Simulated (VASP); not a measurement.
A run of VASP 6.6.1 is set up as follows.

File POSCAR:

```
Sc3Al
1.0
    4.4247581776      0.0000000000      0.0000000000
    0.0000000000      4.4247581776      0.0000000000
    0.0000000000      0.0000000000      4.4247581776
Sc Al
3 1
Direct
    0.5000000000      0.0000000000      0.5000000000
    0.0000000000      0.5000000000      0.5000000000
    0.5000000000      0.5000000000      0.0000000000
    0.0000000000      0.0000000000      0.0000000000
```

Contents of INCAR.step1:

```
SYSTEM = Sc3Al
PREC     = Accurate       ! precision mode
ENCUT    = 520            ! plane-wave cutoff, eV
ISMEAR   = 0              ! smearing method
SIGMA    = 0.1            ! smearing width, eV
LREAL    = .False.        ! projectors in reciprocal space
LASPH    = .True.         ! aspherical terms in the spheres
NELM     = 100            ! most SCF steps
NBANDS   = 26             ! bands
GGA      = PE             ! functional
ALGO     = Normal         ! electronic algorithm
EDIFF    = 1E-4           ! SCF threshold, eV
LWAVE    = .True.         ! write WAVECAR
LCHARG   = .False.        ! write CHGCAR
```

File INCAR.step2:

```
SYSTEM = Sc3Al
PREC     = Accurate       ! precision mode
ENCUT    = 520            ! plane-wave cutoff, eV
EDIFF    = 1E-7           ! SCF threshold, eV
ISMEAR   = 0              ! smearing method
SIGMA    = 0.1            ! smearing width, eV
LREAL    = .False.        ! projectors in reciprocal space
LASPH    = .True.         ! aspherical terms in the spheres
NELM     = 100            ! most SCF steps
ALGO     = Normal         ! electronic algorithm
ISIF     = 2              ! what is computed and relaxed
LWAVE    = .False.        ! write WAVECAR
LCHARG   = .False.        ! write CHGCAR
METAGGA  = R2SCAN         ! meta-GGA
LMIXTAU  = .True.       
NBANDS   = 26             ! bands
ISTART   = 1
```

KPOINTS

```
regular mesh
0
Gamma
  6 6 6
  0 0 0
```

Potentials or basis: VASP PAW PBE potentials, release 64 (Sc_sv, Al).

Launch:

```console
$ cat potpaw_PBE.64/Sc_sv/POTCAR potpaw_PBE.64/Al/POTCAR > POTCAR
$ cp INCAR.step1 INCAR
$ mpirun -np 1 vasp_std > vasp.out
$ cp INCAR.step2 INCAR
$ mpirun -np 1 vasp_std > vasp.out
```

(1) What does it give for the pressure?

(2) Estimate the band gap on the k mesh.

Answers

(1) 0.2 GPa.

(2) zero (band 18 reaches 5.06 eV, above the bottom of band 19 at 3.43 eV).

Caveat: the PAW data sets were made with another functional, which shifts forces and pressure a little.
